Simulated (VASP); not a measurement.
# Sb in VASP: single point with PBEsol+D3(BJ)

Aim: the single point of Sb with PBEsol+D3(BJ).

Everything below comes from runs of VASP 6.6.1. Logs are shortened: lines on timing, memory, paths and dates and some standing lists are left out, and cuts for length are marked.

**1. The cell of the first run**

The cell holds a slab with vacuum, 6 atoms: a = 6.808 Å, b = 6.808 Å, c = 23.330 Å, α = 90.00°, β = 90.00°, γ = 120.00°.

**2. Single point, PBEsol+D3(BJ)**

Contents of INCAR:

```
SYSTEM = Sb
PREC = Accurate ; ENCUT = 400
EDIFF = 1E-6 ; ISMEAR = 0
SIGMA = 0.04 ; LREAL = .FALSE.
LASPH = .TRUE. ; NELM = 120
ALGO = Normal ; ISIF = 2
LWAVE = .FALSE. ; LCHARG = .FALSE.
LDIPOL = .TRUE. ; IDIPOL = 3
DIPOL = 0.5 0.5 0.649 ; GGA = PS
IVDW = 12 ; NBANDS = 24
GGA_COMPAT = .FALSE. ; NELMDL = -8
```

Contents of KPOINTS:

```
regular mesh
0
G
  6 6 1
  0 0 0
```

Contents of POSCAR:

```
Sb
1.0
    6.8084448866      0.0000000000      0.0000000000
   -3.4042224433      5.8962862320      0.0000000000
    0.0000000000      0.0000000000     23.3300000000
Sb
6
Direct
    0.5000000000      0.3333330000      0.6135539164
    0.1508533386      0.6476925333      0.6134519695
    0.8124732353      0.9808965928      0.6129490872
    0.1572070386     -0.0084885854      0.6820891061
    0.8215772455      0.3159159808      0.6862179283
    0.4841159316      0.6540055082      0.6868676498
```

Potentials or basis: VASP PAW PBE potentials, release 64 (Sb).

Started as:

```sh
$ cat potpaw_PBE.64/Sb/POTCAR > POTCAR
$ mpirun -np 1 vasp_std > vasp.out
```

OUTCAR:

```text
SYSTEM = Sb
   PREC = Accurate
   ENCUT = 400
   EDIFF = 1E-6
   ISMEAR = 0
   LREAL = .FALSE.
   LASPH = .TRUE.
   NELM = 120
   ISIF = 2
   GGA = PS
   IVDW = 12
   NELMDL = -8
 IVDW          = 12

 ion  position               nearest neighbor table
   1  0.500  0.333  0.614-   6 2.82   5 2.82   4 2.83
   2  0.151  0.648  0.613-   4 2.82   5 2.82   6 2.83
   3  0.812  0.981  0.613-   4 2.82   6 2.82   5 2.83
   4  0.157  0.992  0.682-   2 2.82   3 2.82   1 2.83
   5  0.822  0.316  0.686-   1 2.82   2 2.82   3 2.83
   6  0.484  0.654  0.687-   1 2.82   3 2.82   2 2.83

  LATTYP: Found a hexagonal cell.
 ALAT       =     6.8084448866
 C/A-ratio  =     3.4266268419

  Lattice vectors:

 A1 = (   6.8084448866,   0.0000000000,   0.0000000000)
 A2 = (  -3.4042224433,   5.8962862320,   0.0000000000)
 A3 = (   0.0000000000,   0.0000000000,  23.3300000000)

Analysis of symmetry for initial positions (statically):
=====================================================================
 Subroutine PRICEL returns:
 Original cell was already a primitive cell.

 Routine SETGRP: Setting up the symmetry group for a
 hexagonal supercell.

 Subroutine GETGRP returns: Found  1 space group operations
 (whereof  1 operations were pure point group operations)
 out of a pool of 24 trial point group operations.

The static configuration has the point symmetry C_1 .

Analysis of symmetry for dynamics (positions and initial velocities):
=====================================================================
 Subroutine PRICEL returns:
 Original cell was already a primitive cell.

 Routine SETGRP: Setting up the symmetry group for a
 hexagonal supercell.

 Subroutine GETGRP returns: Found  1 space group operations
 (whereof  1 operations were pure point group operations)
 out of a pool of 24 trial point group operations.

The dynamic configuration has the point symmetry C_1 .

 Subroutine INISYM returns: Found  1 space group operations
 (whereof  1 operations are pure point group operations),
 and found     1 'primitive' translations

----------------------------------------------------------------------------------------

                                     Primitive cell

  volume of cell :     936.5721

  direct lattice vectors                    reciprocal lattice vectors
     6.808444887  0.000000000  0.000000000     0.146876418  0.084799140  0.000000000
    -3.404222443  5.896286232  0.000000000     0.000000000  0.169598279  0.000000000
     0.000000000  0.000000000 23.330000000     0.000000000  0.000000000  0.042863266

  length of vectors
     6.808444887  6.808444887 23.330000000     0.169598279  0.169598279  0.042863266

  position of ions in fractional coordinates (direct lattice)
     0.500000000  0.333333000  0.613553916
     0.150853339  0.647692533  0.613451969
     0.812473235  0.980896593  0.612949087
     0.157207039  0.991511415  0.682089106
     0.821577246  0.315915981  0.686217928
     0.484115932  0.654005508  0.686867650

  ion indices of the primitive-cell ions
   primitive index   ion index
                 1           1
                 2           2
                 3           3
                 4           4
                 5           5
                 6           6

----------------------------------------------------------------------------------------

 KPOINTS: regular mesh

Automatic generation of k-mesh.
 Grid dimensions read from file:
 generate k-points for:    6    6    1

 Generating k-lattice:

  Cartesian coordinates                     Fractional coordinates (reciprocal lattice)
     0.024479403  0.014133190  0.000000000     0.166666667  0.000000000  0.000000000
     0.000000000  0.028266380  0.000000000     0.000000000  0.166666667  0.000000000
     0.000000000  0.000000000  0.042863266     0.000000000  0.000000000  1.000000000

  Length of vectors
     0.028266380  0.028266380  0.042863266

  Shift w.r.t. Gamma in fractional coordinates (k-lattice)
     0.000000000  0.000000000  0.000000000

 Subroutine IBZKPT returns following result:
 ===========================================

 Found     20 irreducible k-points:

 Following reciprocal coordinates:
            Coordinates               Weight
  0.000000  0.000000  0.000000      1.000000
  0.166667  0.000000  0.000000      2.000000
  0.000000  0.166667  0.000000      2.000000
 -0.166667  0.166667  0.000000      2.000000
  0.333333  0.000000  0.000000      2.000000
  0.000000  0.333333  0.000000      2.000000
[... 12 lines left out ...]
  0.500000 -0.166667  0.000000      2.000000
  0.333333  0.333333  0.000000      2.000000
   k-points           NKPTS =     20   k-points in BZ     NKDIM =     20   number of bands    NBANDS=     24
   number of dos      NEDOS =    301   number of ions     NIONS =      6
   total plane-waves  NPLWV = 368640
   dimension x,y,z NGX =    48 NGY =   48 NGZ =  160
   dimension x,y,z NGXF=    96 NGYF=   96 NGZF=  320
   ions per type =               6
   NGX,Y,Z   is equivalent  to a cutoff of  11.72, 11.72, 11.40 a.u.
   NGXF,Y,Z  is equivalent  to a cutoff of  23.44, 23.44, 22.80 a.u.
 SYSTEM =  Sb
   PREC   = accura    normal or accurate (medium, high low for compatibility)
   ISTART =      0    job   : 0-new  1-cont  2-samecut
   ICHARG =      2    charge: 1-file 2-atom 10-const
   ISPIN  =      1    spin polarized calculation?
   LNONCOLLINEAR =      F non collinear calculations
   LSORBIT =      F    spin-orbit coupling
   LASPH  =      T    aspherical Exc in radial PAW
   ENCUT  =  400.0 eV  29.40 Ry    5.42 a.u.  11.10 11.10 38.05*2*pi/ulx,y,z
   NELM   =    120;   NELMIN=  2; NELMDL= -8     # of ELM steps
   EDIFF  = 0.1E-05   stopping-criterion for ELM
   LREAL  =      F    real-space projection
[... 7 lines left out ...]
   TEBEG  =    0.0;   TEEND  =   0.0 temperature during run
   PSTRESS=    0.0 pullay stress
   NELECT =      30.0000    total number of electrons
   NUPDOWN=      -1.0000    fix difference up-down
   EMIN   =  10.00;   EMAX   =-10.00  energy-range for DOS
   EFERMI =   0.00;   METHOD = LEGACY
   ISMEAR =     0;   SIGMA  =   0.04  broadening in eV -4-tet -1-fermi 0-gaus
   EFERMI_NEDOS =   21; number of points for ismear=-14 and -15
   IALGO  =     38    algorithm
   IMIX   =      4    mixing-type and parameters
     AMIX     =   0.40;   BMIX     =  1.00
     AMIX_MAG =   1.60;   BMIX_MAG =  1.00
  volume/ion in A,a.u.               =     156.10      1053.38
  Fermi-wavevector in a.u.,A,eV,Ry     =   0.519918  0.982503  3.677855  0.270315
  Thomas-Fermi vector in A             =   1.537522
   LORBIT       =      0    0 simple, 1 ext, 2 COOP (PROOUT), +10 PAW based schemes
   GGA     = PS    functional components
   LHFCALC =     F    Hartree Fock is set to
   AEXX    =    0.0000 exact exchange contribution
   IVDW    =    12    specifies the selected vdW correction
   LEPSILON=     F    determine dielectric tensor
   LRPA    =     F    only Hartree local field effects (RPA)
 non-spin polarized calculation
 Gauss-broadening in eV      SIGMA  =   0.04
  energy-cutoff  :      400.00
  volume of cell :      936.57
 maximum number of plane-waves:     17041
 NGX is ok and might be reduce to    48
   NGX = 23   NGY = 23   NGZ = 77

 dipolmoment           0.000000      0.000000     -0.000002 electrons x Angstroem

 number of electron      30.0000000 magnetization

 dipolmoment           0.000000      0.000000      0.000160 electrons x Angstroem

 Free energy of the ion-electron system (eV)
  ---------------------------------------------------
  ext. energy  EPLUGINS =         0.00000000
  ---------------------------------------------------
  free energy    TOTEN  =       -26.10351335 eV

  energy without entropy =      -26.10351335  energy(sigma->0) =      -26.10351335

 E-fermi :  -2.0501     XC(G=0):  -2.4151

 val. band max:       -2.2377527622   @ k =   0.0000   0.0000   0.0000
 cond. band min:      -1.4695494905   @ k =   0.0000   0.0000   0.0000
 fundamental gap:      0.7682032717
 Fermi energy:        -2.0500662659

 k-point     1 :       0.0000    0.0000    0.0000
  band No.  band energies     occupation
      1     -14.4932      2.00000
      2     -11.2521      2.00000
      3     -11.2332      2.00000
      4     -11.2197      2.00000
      5     -11.2008      2.00000
      6      -9.2073      2.00000
[... 16 lines left out ...]
     23       1.0101      0.00000
     24       1.1138      0.00000

 k-point     2 :       0.1667    0.0000    0.0000
  band No.  band energies     occupation
      1     -14.3804      2.00000
      2     -11.9778      2.00000
      3     -11.7753      2.00000
      4     -10.7500      2.00000
      5     -10.5129      2.00000
      6      -9.1662      2.00000
[... 16 lines left out ...]
     23       0.9912      0.00000
     24       1.4335      0.00000

 k-point     3 :       0.0000    0.1667    0.0000
  band No.  band energies     occupation
      1     -14.3804      2.00000
      2     -11.9778      2.00000
      3     -11.7755      2.00000
      4     -10.7497      2.00000
      5     -10.5131      2.00000
      6      -9.1660      2.00000
[... 16 lines left out ...]
     23       0.9894      0.00000
     24       1.4345      0.00000
[... 406 lines left out ...]
 k-point    19 :       0.5000   -0.1667    0.0000
  band No.  band energies     occupation
      1     -13.7205      2.00000
      2     -13.0933      2.00000
      3     -12.5622      2.00000
      4     -10.1510      2.00000
      5      -9.5489      2.00000
      6      -9.1597      2.00000
[... 16 lines left out ...]
     23       1.0798      0.00000
     24       1.2153      0.00000

 k-point    20 :       0.3333    0.3333    0.0000
  band No.  band energies     occupation
      1     -13.2335      2.00000
      2     -13.2159      2.00000
      3     -13.1494      2.00000
      4      -9.5300      2.00000
      5      -9.5164      2.00000
      6      -9.4744      2.00000
[... 16 lines left out ...]
     23       1.2840      0.00000
     24       1.2995      0.00000

------------------------ aborting loop because EDIFF is reached ----------------------------------------

 vacuum level on the upper side and lower side of the slab       (xc-potential included)        -0.005        -0.005

 Edisp (eV)   -1.25425

 E8    (eV) :    -0.8905

  FORCE on cell =-STRESS in cart. coord.  units (eV):
  Direction    XX          YY          ZZ          XY          YZ          ZX
  --------------------------------------------------------------------------------------
  -------------------------------------------------------------------------------------
  Total       2.23834     2.23688     0.63048    -0.00727     0.01639     0.00487
  in kB       3.82908     3.82659     1.07855    -0.01244     0.02804     0.00833
  external pressure =        2.91 kB  Pullay stress =        0.00 kB

 VOLUME and BASIS-vectors are now :
 -----------------------------------------------------------------------------
  energy-cutoff  :      400.00
  volume of cell :      936.57
      direct lattice vectors                 reciprocal lattice vectors
     6.808444887  0.000000000  0.000000000     0.146876418  0.084799140  0.000000000
    -3.404222443  5.896286232  0.000000000     0.000000000  0.169598279  0.000000000
     0.000000000  0.000000000 23.330000000     0.000000000  0.000000000  0.042863266

 POSITION                                       TOTAL-FORCE (eV/Angst)
 -----------------------------------------------------------------------------------
      2.26948      1.96543     14.31421        -0.068969     -0.113311     -0.140771
     -1.17781      3.81898     14.31183         0.088560      0.010305     -0.130979
      2.19249      5.78365     14.30010        -0.021914      0.094089     -0.120142
     -2.30499      5.84624     15.91314        -0.004792     -0.025858      0.171490
      4.51822      1.86273     16.00946        -0.017900      0.021802      0.115254
      1.06970      3.85620     16.02462         0.025016      0.012974      0.105147
 -----------------------------------------------------------------------------------
    total drift:                               -0.000022      0.000064      0.000017

  FREE ENERGIE OF THE ION-ELECTRON SYSTEM (eV)
  ---------------------------------------------------
  free  energy   TOTEN  =       -27.3577676760 eV

  energy  without entropy=      -27.3577676760  energy(sigma->0) =      -27.35776768

 vacuum level on the upper side and lower side of the slab         2.173         2.173
```

Wall time 19 min (1 thread of Oxide Virtual Turin-like, shared host); peak memory 0.75 GiB.

Results:

| Item | Value |
| --- | --- |
| Free energy | -27.3578 eV |
| Largest force | 0.193 eV/Å |
| Band gap on the k mesh | 0.77 eV |
| Dispersion energy per atom | -0.209 eV |

Forces on the atoms (eV/Å):
```
Sb  -0.069 -0.113 -0.141
Sb   0.089  0.010 -0.131
Sb  -0.022  0.094 -0.120
Sb  -0.005 -0.026  0.171
Sb  -0.018  0.022  0.115
Sb   0.025  0.013  0.105
```

Caveat: the PAW data sets were made with another functional, which shifts forces and pressure a little; spin-orbit coupling is left out, which moves the levels of the heavy elements.
